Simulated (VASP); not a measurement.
# LiAlO (P4/nmm) in VASP: further runs, part 2 of 2

VASP 6.6.1.

### 4 Relaxation of cell and atoms, PBE

This run uses another cell than the first one, of 11.21 Å³/atom, 0.972 times its volume.

File INCAR:

```
SYSTEM = LiAlO
PREC = Accurate ; ENCUT = 600
EDIFF = 1E-7 ; ISMEAR = 0
SIGMA = 0.1 ; LREAL = .False.
LASPH = .True. ; NELM = 80
ALGO = Normal ; ISIF = 3
LWAVE = .False. ; LCHARG = .False.
GGA = PE ; IBRION = 2
NSW = 90 ; EDIFFG = -0.04
```

File KPOINTS:

```
Automatic mesh
0
Gamma
  6 6 4
  0 0 0
```

File POSCAR:

```
LiAlO
1.0
    3.1177477640      0.0000000000      0.0000000000
    0.0000000000      3.1177477640      0.0000000000
    0.0000000000      0.0000000000      6.9220215172
Li Al O
2 2 2
Direct
    0.0000000000      0.0000000000      0.0000000000
    0.5000000000      0.5000000000      0.0000000000
    0.5000000000      0.0000000000      0.6625183954
    0.0000000000      0.5000000000      0.3374816046
    0.5000000000      0.0000000000      0.3926944136
    0.0000000000      0.5000000000      0.6073055864
```

Run with:

```console
cat potpaw_PBE.64/Li_sv/POTCAR potpaw_PBE.64/Al/POTCAR potpaw_PBE.64/O/POTCAR > POTCAR
mpirun -np 1 vasp_std > vasp.out
```

It took 35 s on 1 thread of Intel Xeon Platinum 8375C at 2.90GHz (Ice Lake), shared host; peak memory 0.2 GiB.

Results (log left out):

```
Free energy                  : -28.2043 eV
Pressure after relaxing      : -0.3 GPa
Largest force after relaxing : 0.008 eV/Å
Band gap on the k mesh       : 1.71 eV, indirect (least direct gap 2.01 eV)
```

Forces on the atoms (eV/Å):
```
Li   0.000  0.000  0.000
Li   0.000  0.000  0.000
Al   0.000  0.000 -0.003
Al   0.000  0.000  0.003
O    0.000  0.000 -0.008
O    0.000  0.000  0.008
```

Stress tensor (GPa, compression positive):
```
-0.32  0.00  0.00
 0.00 -0.32  0.00
 0.00  0.00 -0.24
```

Final structure:
```
CELL_PARAMETERS angstrom
3.11775 0.00000 0.00000
0.00000 3.11775 0.00000
0.00000 0.00000 6.92202
ATOMIC_POSITIONS crystal
Li 0.00000 0.00000 0.00000
Li 0.50000 0.50000 0.00000
Al 0.50000 0.00000 0.66252
Al 0.00000 0.50000 0.33748
O 0.50000 0.00000 0.39269
O 0.00000 0.50000 0.60731
```

Levels at points of the mesh, in eV from the valence-band top:
| k point | band 10 | band 11 | band 12 | band 13 | band 14 | band 15 |
| --- | --- | --- | --- | --- | --- | --- |
| (0.00, 0.00, 0.00) | -3.06 | -3.06 | -0.64 | 2.25 | 4.99 | 5.50 |
| (0.50, 0.00, 0.00) | -3.88 | -0.71 | -0.71 | 1.71 | 1.71 | 5.60 |
| (0.50, 0.50, 0.00) | -4.64 | -0.62 | -0.62 | 4.06 | 4.06 | 4.06 |
| (0.00, 0.00, 0.50) | -3.07 | -2.62 | -1.74 | 3.63 | 4.19 | 5.40 |
| (0.50, 0.00, 0.50) | -3.88 | -0.90 | -0.90 | 2.06 | 2.06 | 4.78 |
| (0.50, 0.50, 0.50) | -4.63 | -0.28 | -0.28 | 3.15 | 3.15 | 3.95 |

Caveat: the cutoff is under 1.25 times the usual one of these potentials, so pressure, stress and relaxed cells hold a basis-set (Pulay) error; the relaxation stopped at its first step, so nothing moved.

### 5 Relaxation of cell and atoms, PBE

This run uses another cell than the first one, of 11.21 Å³/atom, 0.972 times its volume.

File INCAR:

```
ALGO = Normal
EDIFF = 1E-6
EDIFFG = -0.01
ENCUT = 600
GGA = PE
IBRION = 2
ISIF = 3
ISMEAR = 0
LASPH = T
LCHARG = F
LREAL = F
LWAVE = F
NELM = 60
NSW = 100
PREC = Accurate
SIGMA = 0.02
```

File KPOINTS:

```
k-points
0
Gamma
  10 10 4
```

POSCAR is that of step 4.

Potentials or basis: VASP PAW PBE potentials, release 64 (Li_sv, Al, O).

Run with:

```console
cat potpaw_PBE.64/Li_sv/POTCAR potpaw_PBE.64/Al/POTCAR potpaw_PBE.64/O/POTCAR > POTCAR
mpirun -np 1 vasp_std > vasp.out
```

OUTCAR:

```text
EDIFF = 1E-6
   EDIFFG = -0.01
   ENCUT = 600
   GGA = PE
   IBRION = 2
   ISIF = 3
   ISMEAR = 0
   LASPH = T
   LREAL = F
   NELM = 60
   NSW = 100
   PREC = Accurate

 ion  position               nearest neighbor table
   1  0.000  0.000  0.000-   2 2.20   2 2.20   2 2.20   2 2.20   4 2.81   4 2.81   3 2.81   3 2.81

   2  0.500  0.500  0.000-   1 2.20   1 2.20   1 2.20   1 2.20   3 2.81   4 2.81   4 2.81   3 2.81

   3  0.500  0.000  0.663-   5 1.87   6 2.24   6 2.24   6 2.24   6 2.24   1 2.81   1 2.81   2 2.81
                             2 2.81   4 3.15   4 3.15   4 3.15   4 3.15
   4  0.000  0.500  0.337-   6 1.87   5 2.24   5 2.24   5 2.24   5 2.24   1 2.81   2 2.81   2 2.81
                             1 2.81   3 3.15   3 3.15   3 3.15   3 3.15
   5  0.500  0.000  0.393-   3 1.87   4 2.24   4 2.24   4 2.24   4 2.24
   6  0.000  0.500  0.607-   4 1.87   3 2.24   3 2.24   3 2.24   3 2.24

  LATTYP: Found a simple tetragonal cell.
[... 408 lines left out ...]
 cond. band min:       7.1339376730   @ k =   0.4000   0.0000   0.5000
 fundamental gap:      1.5224549157
 Fermi energy:         5.8149941744

 k-point     1 :       0.0000    0.0000    0.0000
  band No.  band energies     occupation
      1     -40.0509      2.00000
      2     -39.7403      2.00000
      3     -14.8742      2.00000
      4     -12.8889      2.00000
      5      -0.9030      2.00000
      6      -0.6942      2.00000
[... 433 lines left out ...]
      3     -14.6043      2.00000
      4     -12.9416      2.00000
      5      -1.7091      2.00000
      6      -0.4491      2.00000
[... 8 lines left out ...]
     15      10.5963      0.00000
     16      11.2622      0.00000

 [... further k-points ...]

------------------------ aborting loop because EDIFF is reached ----------------------------------------

  FORCE on cell =-STRESS in cart. coord.  units (eV):
  Direction    XX          YY          ZZ          XY          YZ          ZX
  --------------------------------------------------------------------------------------
  -------------------------------------------------------------------------------------
  Total        0.0170684      0.0170684      0.0253454      0.0000000      0.0000000     -0.0000000
  in kB        0.4083951      0.4083951      0.6064391      0.0000000      0.0000000     -0.0000000
  external PRESSURE =       0.4744098 kB  Pullay stress =       0.0000000 kB
[... 21 lines left out ...]
  FREE ENERGIE OF THE ION-ELECTRON SYSTEM (eV)
  ---------------------------------------------------
  free  energy   TOTEN  =       -28.2021431323 eV

  energy  without entropy=      -28.2021431323  energy(sigma->0) =      -28.20214313

 reached required accuracy - stopping structural energy minimisation
```

CONTCAR:

```text
LiAlO
   1.00000000000000
     3.1127529560668457    0.0000000000000000    0.0000000000000000
     0.0000000000000000    3.1127529560668457    0.0000000000000000
     0.0000000000000000    0.0000000000000000    6.9108774845823149
  Li              Al              O
     2     2     2
Direct
     1.0000000000000000    0.0000000000000000    1.0000000000000000
     0.5000000000000000    0.5000000000000000    1.0000000000000000
     0.5000000000000000    0.0000000000000000    0.6627917962326240
     1.0000000000000000    0.5000000000000000    0.3372082037673760
     0.5000000000000000    0.0000000000000000    0.3924088793128686
     1.0000000000000000    0.5000000000000000    0.6075911206871315

  0.00000000E+00  0.00000000E+00  0.00000000E+00
  0.00000000E+00  0.00000000E+00  0.00000000E+00
  0.00000000E+00  0.00000000E+00  0.00000000E+00
  0.00000000E+00  0.00000000E+00  0.00000000E+00
  0.00000000E+00  0.00000000E+00  0.00000000E+00
  0.00000000E+00  0.00000000E+00  0.00000000E+00
```

Wall time 2 min (1 thread of Intel Xeon 6975P-C (Granite Rapids), shared host); peak memory 0.24 GiB.

What came out:

```yaml
Free_energy: -28.2021 eV
Relaxed_volume: 11.16 Å³/atom
Relaxed_cell: a = 3.113 Å, b = 3.113 Å, c = 6.911 Å, α = 90.00°, β = 90.00°, γ = 90.00°
Space_group_after_relaxing_to_0.05_Å: P4/nmm (No. 129)
Energy_gained_by_relaxing: 0.0 meV/atom
Ionic_steps: 6
Pressure_after_relaxing: 0.0 GPa
Largest_force_after_relaxing: 0.005 eV/Å
Band_gap_on_the_k_mesh: 1.52 eV, indirect (least direct gap 1.77 eV)
```

Forces on the atoms (eV/Å):
```
Li   0.000  0.000  0.000
Li   0.000  0.000  0.000
Al   0.000  0.000  0.005
Al   0.000  0.000 -0.005
O    0.000  0.000  0.003
O    0.000  0.000 -0.003
```

Step by step:
| step | energy change (eV) | largest force (eV/Å) | pressure (GPa) | volume (Å³) |
| --- | --- | --- | --- | --- |
| 1 | 0.0000 | 0.0093 | -0.25 | 67.28 |
| 2 | -0.0002 | 0.0260 | -0.05 | 67.11 |
| 3 | -0.0002 | 0.0308 | -0.02 | 67.08 |
| 4 | -0.0002 | 0.0404 | 0.10 | 67.01 |
| 5 | -0.0002 | 0.0332 | 0.03 | 67.06 |
| 6 | -0.0003 | 0.0054 | 0.05 | 66.96 |

Final structure:
```yaml
crystal:
  lattice:
    - [3.11275, 0.00000, 0.00000]
    - [0.00000, 3.11275, 0.00000]
    - [0.00000, 0.00000, 6.91088]
  atoms:
    - { symbol: Li, position: [0.00000, 0.00000, 0.00000] }
    - { symbol: Li, position: [0.50000, 0.50000, 0.00000] }
    - { symbol: Al, position: [0.50000, 0.00000, 0.66279] }
    - { symbol: Al, position: [0.00000, 0.50000, 0.33721] }
    - { symbol: O, position: [0.50000, 0.00000, 0.39241] }
    - { symbol: O, position: [0.00000, 0.50000, 0.60759] }
```

Caveat: the cutoff is under 1.25 times the usual one of these potentials, so pressure, stress and relaxed cells hold a basis-set (Pulay) error. PBE gaps usually lie below the measured ones, often by a third to a half.

### 6 Summary

```tsv
task	cell	k mesh	cutoff (eV)	smearing	gap on the mesh (eV)	pressure (GPa)	relaxed volume (Å³/atom)	largest force (eV/Å)
relaxation of cell and atoms	relaxed from a = 3.871, b = 3.871, c = 4.621 Å, 6 atoms	4 × 4 × 4	600	gaussian 0.1 eV	2.14	0.4	11.11	0.04
single point	a = 3.119, b = 3.119, c = 6.916 Å, 6 atoms	10 × 10 × 4	520	gaussian 0.02 eV	1.52	-	-	0.01
relaxation of cell and atoms	relaxed from a = 3.118, b = 3.118, c = 6.922 Å, 6 atoms	6 × 6 × 4	600	gaussian 0.1 eV	1.71	-0.3	-	0.01
relaxation of cell and atoms	relaxed from a = 3.118, b = 3.118, c = 6.922 Å, 6 atoms	10 × 10 × 4	600	gaussian 0.02 eV	1.52	0.0	11.16	0.01
```

Alike in all rows: level PBE; potentials or basis VASP PAW PBE potentials, release 64 (Li_sv, Al, O); no spin polarisation.

Caveats: the cutoff is under 1.25 times the usual one of these potentials, so pressure, stress and relaxed cells hold a basis-set (Pulay) error; the relaxation stopped at its first step, so nothing moved (some runs).

Absolute energies hang on the potentials; compare differences alone.
